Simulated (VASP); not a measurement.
# ScAgTe2 (R-3m) in VASP: notebook

The runs below take ScAgTe2 through single point, with PBE, r2SCAN.

Program: VASP 6.6.1. These are calculated values, not measurements. Logs are shortened: lines on timing, memory, paths and dates and some standing lists are left out, and cuts for length are marked.

## Step 1: The cell of the first run

The structure is trigonal, space group R-3m (No. 166). The conventional cell has a = 4.212 Å, b = 4.212 Å, c = 21.017 Å, α = 90.00°, β = 90.00°, γ = 120.00°. Ag (site symmetry -3m) has 6 Te at 3.04 Å within 4.0 Å. Sc (site symmetry -3m) has 6 Te at 2.95 Å within 3.9 Å. Within 3.9 Å of Te (site symmetry 3m) lie 3 Sc at 2.95 Å and 3 Ag at 3.04 Å.

## Step 2: Single point, PBE

INCAR reads:

```
SYSTEM = ScAgTe2
  PREC = Accurate
  ENCUT = 520
  EDIFF = 1E-6
  ISMEAR = 0
  SIGMA = 0.01
  LREAL = .FALSE.
  LASPH = .TRUE.
  NELM = 60
  ALGO = Normal
  ISIF = 2
  LWAVE = .FALSE.
  LCHARG = .FALSE.
  GGA = PE
  NBANDS = 25
```

KPOINTS reads:

```
regular mesh
0
G
  6 6 6
  0 0 0
```

POSCAR reads:

```
ScAgTe2
1.0
    2.1060068629      1.2159036292      7.0056316329
   -2.1060068629      1.2159036292      7.0056316329
    0.0000000000     -2.4318072584      7.0056316329
Ag Sc Te
1 1 2
Direct
    1.0000000000      0.0000000000      0.0000000000
    0.5000000000      0.5000000000      0.5000000000
    0.2465396917      0.2465396917      0.2465396917
    0.7534603083      0.7534603083      0.7534603083
```

Potentials or basis: VASP PAW PBE potentials, release 64 (Ag, Sc_sv, Te).

Launch:

```console
cat potpaw_PBE.64/Ag/POTCAR potpaw_PBE.64/Sc_sv/POTCAR potpaw_PBE.64/Te/POTCAR > POTCAR
mpirun -np 1 vasp_std > vasp.out
```

OUTCAR:

```text
SYSTEM = ScAgTe2
   PREC = Accurate
   ENCUT = 520
   EDIFF = 1E-6
   ISMEAR = 0
   LREAL = .FALSE.
   LASPH = .TRUE.
   NELM = 60
   ISIF = 2
   GGA = PE

 ion  position               nearest neighbor table
   1  0.000  0.000  0.000-   4 3.04   3 3.04   4 3.04   4 3.04   3 3.04   3 3.04
   2  0.500  0.500  0.500-   3 2.95   4 2.95   3 2.95   3 2.95   4 2.95   4 2.95
   3  0.247  0.247  0.247-   2 2.95   2 2.95   2 2.95   1 3.04   1 3.04   1 3.04
   4  0.753  0.753  0.753-   2 2.95   2 2.95   2 2.95   1 3.04   1 3.04   1 3.04

  LATTYP: Found a trigonal (rhomboedric) cell.
 ALAT       =     7.4156969408
 COS(alpha) =     0.8386958230

  Lattice vectors:

 A1 = (   2.1060068629,   1.2159036292,   7.0056316329)
 A2 = (  -2.1060068629,   1.2159036292,   7.0056316329)
 A3 = (   0.0000000000,  -2.4318072584,   7.0056316329)

Analysis of symmetry for initial positions (statically):
=====================================================================
 Subroutine PRICEL returns:
 Original cell was already a primitive cell.

 Routine SETGRP: Setting up the symmetry group for a
 trigonal (rhombohedral) supercell.

 Subroutine GETGRP returns: Found 12 space group operations
 (whereof 12 operations were pure point group operations)
 out of a pool of 12 trial point group operations.

The static configuration has the point symmetry D_3d.

Analysis of symmetry for dynamics (positions and initial velocities):
=====================================================================
 Subroutine PRICEL returns:
 Original cell was already a primitive cell.

 Routine SETGRP: Setting up the symmetry group for a
 trigonal (rhombohedral) supercell.

 Subroutine GETGRP returns: Found 12 space group operations
 (whereof 12 operations were pure point group operations)
 out of a pool of 12 trial point group operations.

The dynamic configuration has the point symmetry D_3d.

 Subroutine INISYM returns: Found 12 space group operations
 (whereof 12 operations are pure point group operations),
 and found     1 'primitive' translations

----------------------------------------------------------------------------------------

                                     Primitive cell

  volume of cell :     107.6360

  direct lattice vectors                    reciprocal lattice vectors
     2.106006863  1.215903629  7.005631633     0.237416130  0.137072267  0.047580768
    -2.106006863  1.215903629  7.005631633    -0.237416130  0.137072267  0.047580768
     0.000000000 -2.431807258  7.005631633     0.000000000 -0.274144534  0.047580768

  length of vectors
     7.415696941  7.415696941  7.415696941     0.278242978  0.278242978  0.278242978

  position of ions in fractional coordinates (direct lattice)
     0.000000000  0.000000000  0.000000000
     0.500000000  0.500000000  0.500000000
     0.246539692  0.246539692  0.246539692
     0.753460308  0.753460308  0.753460308

  ion indices of the primitive-cell ions
   primitive index   ion index
                 1           1
                 2           2
                 3           3
                 4           4

----------------------------------------------------------------------------------------

 KPOINTS: regular mesh

Automatic generation of k-mesh.
 Grid dimensions read from file:
 generate k-points for:    6    6    6

 Generating k-lattice:

  Cartesian coordinates                     Fractional coordinates (reciprocal lattice)
     0.039569355  0.022845378  0.007930128     0.166666667  0.000000000  0.000000000
    -0.039569355  0.022845378  0.007930128     0.000000000  0.166666667  0.000000000
     0.000000000 -0.045690756  0.007930128     0.000000000  0.000000000  0.166666667

  Length of vectors
     0.046373830  0.046373830  0.046373830

  Shift w.r.t. Gamma in fractional coordinates (k-lattice)
     0.000000000  0.000000000  0.000000000

 Subroutine IBZKPT returns following result:
 ===========================================

 Found     32 irreducible k-points:

 Following reciprocal coordinates:
            Coordinates               Weight
  0.000000  0.000000  0.000000      1.000000
  0.166667 -0.000000  0.000000      6.000000
  0.333333  0.000000  0.000000      6.000000
  0.500000  0.000000  0.000000      3.000000
  0.166667  0.166667  0.000000      6.000000
  0.333333  0.166667  0.000000     12.000000
[... 16 lines left out ...]
  0.500000  0.500000  0.166667      6.000000
 -0.333333  0.500000  0.166667     12.000000
 [... further k-points ...]
   k-points           NKPTS =     32   k-points in BZ     NKDIM =     32   number of bands    NBANDS=     25
   number of dos      NEDOS =    301   number of ions     NIONS =      4
   total plane-waves  NPLWV = 175616
   dimension x,y,z NGX =    56 NGY =   56 NGZ =   56
   dimension x,y,z NGXF=   112 NGYF=  112 NGZF=  112
   ions per type =               1   1   2
   NGX,Y,Z   is equivalent  to a cutoff of  12.55, 12.55, 12.55 a.u.
   NGXF,Y,Z  is equivalent  to a cutoff of  25.11, 25.11, 25.11 a.u.
 SYSTEM =  ScAgTe2
   PREC   = accura    normal or accurate (medium, high low for compatibility)
   ISTART =      0    job   : 0-new  1-cont  2-samecut
   ICHARG =      2    charge: 1-file 2-atom 10-const
   ISPIN  =      1    spin polarized calculation?
   LNONCOLLINEAR =      F non collinear calculations
   LSORBIT =      F    spin-orbit coupling
   LASPH  =      T    aspherical Exc in radial PAW
   ENCUT  =  520.0 eV  38.22 Ry    6.18 a.u.  13.79 13.79 13.79*2*pi/ulx,y,z
   NELM   =     60;   NELMIN=  2; NELMDL= -5     # of ELM steps
   EDIFF  = 0.1E-05   stopping-criterion for ELM
   LREAL  =      F    real-space projection
   EDIFFG = 0.1E-04   stopping-criterion for IOM
   NSW    =      0    number of steps for IOM
   IBRION =     -1    ionic relax: 0-MD 1-quasi-New 2-CG
   NFREE  =      0    steps in history (QN), initial steepest desc. (CG)
   ISIF   =      2    stress and relaxation
   ISYM   =      2    0-nonsym 1-usesym 2-fastsym
   POTIM  = 0.5000    time-step for ionic-motion
   TEBEG  =    0.0;   TEEND  =   0.0 temperature during run
   PSTRESS=    0.0 pullay stress
   NELECT =      34.0000    total number of electrons
   NUPDOWN=      -1.0000    fix difference up-down
   EMIN   =  10.00;   EMAX   =-10.00  energy-range for DOS
   EFERMI =   0.00;   METHOD = LEGACY
   ISMEAR =     0;   SIGMA  =   0.01  broadening in eV -4-tet -1-fermi 0-gaus
   EFERMI_NEDOS =   21; number of points for ismear=-14 and -15
   IALGO  =     38    algorithm
   IMIX   =      4    mixing-type and parameters
     AMIX     =   0.40;   BMIX     =  1.00
     AMIX_MAG =   1.60;   BMIX_MAG =  1.00
  volume/ion in A,a.u.               =      26.91       181.59
  Fermi-wavevector in a.u.,A,eV,Ry     =   1.114933  2.106917 16.913060  1.243075
  Thomas-Fermi vector in A             =   2.251532
   LORBIT       =      0    0 simple, 1 ext, 2 COOP (PROOUT), +10 PAW based schemes
   GGA     = PE    functional components
   LHFCALC =     F    Hartree Fock is set to
   AEXX    =    0.0000 exact exchange contribution
   IVDW    =     0    specifies the selected vdW correction
   LEPSILON=     F    determine dielectric tensor
   LRPA    =     F    only Hartree local field effects (RPA)
 non-spin polarized calculation
 Gauss-broadening in eV      SIGMA  =   0.01
  energy-cutoff  :      520.00
  volume of cell :      107.64
 maximum number of plane-waves:      2913
   NGX = 27   NGY = 27   NGZ = 27

 number of electron      34.0000001 magnetization

 Free energy of the ion-electron system (eV)
  ---------------------------------------------------
  ext. energy  EPLUGINS =         0.00000000
  ---------------------------------------------------
  free energy    TOTEN  =       -18.10670367 eV

  energy without entropy =      -18.10670367  energy(sigma->0) =      -18.10670367

 E-fermi :   6.1179     XC(G=0):  -9.8044

 val. band max:        5.9920436765   @ k =   0.5000   0.5000   0.5000
 cond. band min:       6.2773983488   @ k =   0.5000   0.5000   0.0000
 fundamental gap:      0.2853546722
 Fermi energy:         6.1178581387

 k-point     1 :       0.0000    0.0000    0.0000
  band No.  band energies     occupation
      1     -44.5406      2.00000
      2     -23.1575      2.00000
      3     -23.1355      2.00000
      4     -23.1355      2.00000
      5      -5.9560      2.00000
      6      -4.8852      2.00000
[... 17 lines left out ...]
     24       9.1381      0.00000
     25      11.1441      0.00000

 k-point     2 :       0.1667   -0.0000    0.0000
  band No.  band energies     occupation
      1     -44.5403      2.00000
      2     -23.1560      2.00000
      3     -23.1421      2.00000
      4     -23.1370      2.00000
      5      -5.7499      2.00000
      6      -4.8448      2.00000
[... 17 lines left out ...]
     24      10.1454      0.00000
     25      11.5716      0.00000

 k-point     3 :       0.3333    0.0000    0.0000
  band No.  band energies     occupation
      1     -44.5396      2.00000
      2     -23.1555      2.00000
      3     -23.1526      2.00000
      4     -23.1399      2.00000
      5      -5.2574      2.00000
      6      -4.7650      2.00000
[... 17 lines left out ...]
     24      10.2941      0.00000
     25      11.3364      0.00000

 k-point     4 :       0.5000    0.0000    0.0000
  band No.  band energies     occupation
      1     -44.5392      2.00000
      2     -23.1618      2.00000
      3     -23.1513      2.00000
      4     -23.1414      2.00000
      5      -4.8494      2.00000
      6      -4.8351      2.00000
[... 17 lines left out ...]
     24       9.7879      0.00000
     25      11.3406      0.00000

 k-point     5 :       0.1667    0.1667    0.0000
  band No.  band energies     occupation
      1     -44.5403      2.00000
      2     -23.1560      2.00000
      3     -23.1421      2.00000
      4     -23.1370      2.00000
      5      -5.7318      2.00000
      6      -4.8735      2.00000
[... 17 lines left out ...]
     24      10.1249      0.00000
     25      11.3161      0.00000

 k-point     6 :       0.3333    0.1667    0.0000
  band No.  band energies     occupation
      1     -44.5397      2.00000
      2     -23.1538      2.00000
      3     -23.1506      2.00000
      4     -23.1404      2.00000
      5      -5.3705      2.00000
      6      -4.8158      2.00000
[... 17 lines left out ...]
     24      10.9639      0.00000
     25      11.3876      0.00000
[... 393 lines left out ...]
 k-point    21 :      -0.3333    0.3333    0.1667
  band No.  band energies     occupation
      1     -44.5392      2.00000
      2     -23.1583      2.00000
      3     -23.1515      2.00000
      4     -23.1448      2.00000
      5      -4.8960      2.00000
      6      -4.7881      2.00000
[... 17 lines left out ...]
     24      10.2002      0.00000
     25      11.3651      0.00000

 k-point    22 :      -0.1667    0.3333    0.1667
  band No.  band energies     occupation
      1     -44.5392      2.00000
      2     -23.1583      2.00000
      3     -23.1514      2.00000
      4     -23.1448      2.00000
      5      -4.9372      2.00000
      6      -4.7492      2.00000
[... 17 lines left out ...]
     24       9.9132      0.00000
     25      11.6894      0.00000

 k-point    23 :       0.5000    0.5000    0.1667
  band No.  band energies     occupation
      1     -44.5396      2.00000
      2     -23.1555      2.00000
      3     -23.1526      2.00000
      4     -23.1399      2.00000
      5      -5.1037      2.00000
      6      -4.9372      2.00000
[... 17 lines left out ...]
     24       9.7985      0.00000
     25      11.5461      0.00000

 k-point    24 :      -0.3333    0.5000    0.1667
  band No.  band energies     occupation
      1     -44.5392      2.00000
      2     -23.1583      2.00000
      3     -23.1515      2.00000
      4     -23.1448      2.00000
      5      -4.8694      2.00000
      6      -4.8135      2.00000
[... 17 lines left out ...]
     24       9.9110      0.00000
     25      11.2164      0.00000

 [... further k-points ...]
[... 5 lines left out ...]
  --------------------------------------------------------------------------------------
  -------------------------------------------------------------------------------------
  Total        0.3111500      0.3111500      0.3103530      0.0000000      0.0000000      0.0000000
  in kB        4.6315129      4.6315129      4.6196496      0.0000000      0.0000000      0.0000000
  external PRESSURE =       4.6275585 kB  Pullay stress =       0.0000000 kB

 VOLUME and BASIS-vectors are now :
 -----------------------------------------------------------------------------
  energy-cutoff  :      520.00
  volume of cell :      107.64
      direct lattice vectors                 reciprocal lattice vectors
     2.106006863  1.215903629  7.005631633     0.237416130  0.137072267  0.047580768
    -2.106006863  1.215903629  7.005631633    -0.237416130  0.137072267  0.047580768
     0.000000000 -2.431807258  7.005631633     0.000000000 -0.274144534  0.047580768

 POSITION                                       TOTAL-FORCE (eV/Angst)
 -----------------------------------------------------------------------------------
      0.00000      0.00000      0.00000         0.000000     -0.000000     -0.000000
      0.00000      0.00000     10.50845        -0.000000      0.000000      0.000000
      0.00000      0.00000      5.18150         0.000000      0.000000      0.067929
      0.00000      0.00000     15.83540         0.000000     -0.000000     -0.067929
 -----------------------------------------------------------------------------------
    total drift:                               -0.000000     -0.000000      0.000000

  FREE ENERGIE OF THE ION-ELECTRON SYSTEM (eV)
  ---------------------------------------------------
  free  energy   TOTEN  =       -18.1067036691 eV

  energy  without entropy=      -18.1067036691  energy(sigma->0) =      -18.10670367
```

It took 3.3 min on 1 thread of Intel Xeon Platinum 8259CL at 2.50GHz (Skylake/Cascade Lake), shared host; peak memory 0.45 GiB.

Results:

```yaml
Free_energy: -18.1067 eV
Pressure: 0.5 GPa
Largest_force: 0.068 eV/Å
Band_gap_on_the_k_mesh: 0.29 eV (least direct gap 0.83 eV)
```

Forces in eV/Å, atoms in the order of the input:
```
Ag   0.000  0.000  0.000
Sc   0.000  0.000  0.000
Te   0.000  0.000  0.068
Te   0.000  0.000 -0.068
```

Caveat: semilocal functionals underestimate gaps, and a narrow one can read as zero; spin-orbit coupling is left out, which moves the levels of the heavy elements. A k mesh can miss the band edges.

## Step 3: Single point, PBE

INCAR reads:

```
PREC = Accurate ; ENCUT = 520
EDIFF = 1E-6 ; ISMEAR = 0
SIGMA = 0.01 ; LREAL = F
LASPH = T ; NELM = 80
ALGO = Normal ; ISIF = 2
LWAVE = F ; LCHARG = F
GGA = PE ; NBANDS = 25
```

KPOINTS reads:

```
Automatic mesh
0
Gamma
  6 6 6
```

POSCAR is that of step 2.

Potentials or basis: VASP PAW PBE potentials, release 64 (Ag, Sc_sv, Te).

Launch:

```console
cat potpaw_PBE.64/Ag/POTCAR potpaw_PBE.64/Sc_sv/POTCAR potpaw_PBE.64/Te/POTCAR > POTCAR
mpirun -np 1 vasp_std > vasp.out
```

It took 3.1 min on 1 thread of Intel Xeon Platinum 8259CL at 2.50GHz (Skylake/Cascade Lake), shared host; peak memory 0.45 GiB.

The run converged. Its results:

| Item | Value |
| --- | --- |
| Free energy | -18.1067 eV |
| Pressure | 0.5 GPa |
| Largest force | 0.068 eV/Å |
| Band gap on the k mesh | 0.29 eV (least direct gap 0.83 eV) |

Forces on the atoms (eV/Å):
```
Ag   0.000  0.000  0.000
Sc   0.000  0.000  0.000
Te   0.000  0.000  0.068
Te   0.000  0.000 -0.068
```

Levels at points of the mesh, in eV from the valence-band top:
```csv
k point,band 13,band 14,band 15,band 16,band 17,band 18,band 19,band 20,band 21,band 22
"(0.00, 0.00, 0.00)",-1.68,-1.68,-0.67,-0.51,-0.51,0.87,0.87,0.91,2.23,3.01
"(0.50, 0.00, 0.00)",-3.18,-3.07,-2.35,-1.59,-1.01,0.51,1.50,1.61,2.25,2.41
"(0.50, 0.50, 0.00)",-3.49,-2.18,-2.08,-1.48,-1.13,0.29,1.06,1.52,1.62,2.98
"(0.50, 0.50, 0.50)",-2.90,-2.05,-2.05,0.00,0.00,0.83,0.83,1.11,2.60,2.60
```

Caveat: semilocal functionals underestimate gaps, and a narrow one can read as zero; spin-orbit coupling is left out, which moves the levels of the heavy elements. A k mesh can miss the band edges.

## Step 4: Single point, r2SCAN

POSCAR is that of step 3.

INCAR.step1 reads:

```
SYSTEM = ScAgTe2
PREC     = Accurate       ! precision mode
ENCUT    = 520            ! plane-wave cutoff, eV
ISMEAR   = 0              ! smearing method
SIGMA    = 0.01           ! smearing width, eV
LREAL    = .FALSE.        ! projectors in reciprocal space
LASPH    = .TRUE.         ! aspherical terms in the spheres
NELM     = 60             ! most SCF steps
NBANDS   = 25             ! bands
GGA      = PE             ! functional
ALGO     = Normal         ! electronic algorithm
EDIFF    = 1E-4           ! SCF threshold, eV
LWAVE    = .TRUE.         ! write WAVECAR
LCHARG   = .FALSE.        ! write CHGCAR
```

INCAR.step2 reads:

```
SYSTEM = ScAgTe2
PREC     = Accurate       ! precision mode
ENCUT    = 520            ! plane-wave cutoff, eV
EDIFF    = 1E-6           ! SCF threshold, eV
ISMEAR   = 0              ! smearing method
SIGMA    = 0.01           ! smearing width, eV
LREAL    = .FALSE.        ! projectors in reciprocal space
LASPH    = .TRUE.         ! aspherical terms in the spheres
NELM     = 60             ! most SCF steps
ALGO     = Normal         ! electronic algorithm
ISIF     = 2              ! what is computed and relaxed
LWAVE    = .FALSE.        ! write WAVECAR
LCHARG   = .FALSE.        ! write CHGCAR
METAGGA  = R2SCAN         ! meta-GGA
LMIXTAU  = .TRUE.       
NBANDS   = 25             ! bands
ISTART   = 1
```

KPOINTS reads:

```
Automatic mesh
0
G
  6 6 6
  0 0 0
```

Launch:

```console
cat potpaw_PBE.64/Ag/POTCAR potpaw_PBE.64/Sc_sv/POTCAR potpaw_PBE.64/Te/POTCAR > POTCAR
cp INCAR.step1 INCAR
mpirun -np 1 vasp_std > vasp.out
cp INCAR.step2 INCAR
mpirun -np 1 vasp_std > vasp.out
```

Wall time 13 min (1 thread of Intel Xeon Platinum 8259CL at 2.50GHz (Skylake/Cascade Lake), shared host); peak memory 0.51 GiB.

It converged, with:

```yaml
Free_energy: -87.0602 eV
Pressure: 0.1 GPa
Largest_force: 0.033 eV/Å
Band_gap_on_the_k_mesh: 0.61 eV (least direct gap 1.15 eV)
```

Forces in eV/Å, atoms in the order of the input:
```
Ag   0.000  0.000  0.000
Sc   0.000  0.000  0.000
Te   0.000  0.000  0.033
Te   0.000  0.000 -0.033
```

Levels at points of the mesh, in eV from the valence-band top:
```csv
k point,band 13,band 14,band 15,band 16,band 17,band 18,band 19,band 20,band 21,band 22
"(0.00, 0.00, 0.00)",-1.71,-1.71,-0.68,-0.54,-0.54,1.19,1.19,1.28,2.95,3.25
"(0.50, 0.00, 0.00)",-3.18,-3.11,-2.41,-1.57,-1.04,0.84,1.83,1.98,2.54,2.78
"(0.50, 0.50, 0.00)",-3.51,-2.23,-2.14,-1.50,-1.09,0.61,1.49,1.88,2.00,3.38
"(0.50, 0.50, 0.50)",-2.85,-2.11,-2.11,0.00,0.00,1.15,1.15,1.48,2.87,2.87
```

Caveat: semilocal functionals underestimate gaps, and a narrow one can read as zero; the PAW data sets were made with another functional, which shifts forces and pressure a little; spin-orbit coupling is left out, which moves the levels of the heavy elements.
